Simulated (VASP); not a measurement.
Runs of VASP 6.6.1 on CsSnI3. The structure is that of space group P4/mmm (No. 123), or close to it. The cells are those of the table. 

```csv
cell,gap on the mesh (eV),pressure (GPa)
"a = 5.709, b = 5.709, c = 6.206 Å, 5 atoms",none,3.6
"a = 5.709, b = 5.709, c = 6.702 Å, 5 atoms",none,(a)
"a = 6.206, b = 6.206, c = 5.709 Å, 5 atoms",none,1.4
"a = 5.709, b = 5.709, c = 6.454 Å, 5 atoms",none,2.8
```

Alike in all rows: task single point; level PBEsol; potentials or basis VASP PAW PBE potentials, release 64 (Cs_sv, Sn_d, I); no spin polarisation; k mesh 6 × 6 × 6; cutoff (eV) 520; smearing gaussian 0.03 eV.

**Question.** Estimate the missing entries.

**Answer.** (a) 2.3.

Caveats: the PAW data sets were made with another functional, which shifts forces and pressure a little; spin-orbit coupling is left out, which moves the levels of the heavy elements; semilocal functionals underestimate gaps, and a narrow one can read as zero (at least some runs); the cell stands under pressure (at least some runs); the stress differs along the axes, from -2 to 4 GPa (at least some runs); the stress differs along the axes, from -1 to 5 GPa (at least some runs).

A k mesh can miss the band edges, and the runs leave out spin-orbit coupling on Cs, I, Sn.

A gap of «none» marks levels without a gap at the run's occupations.
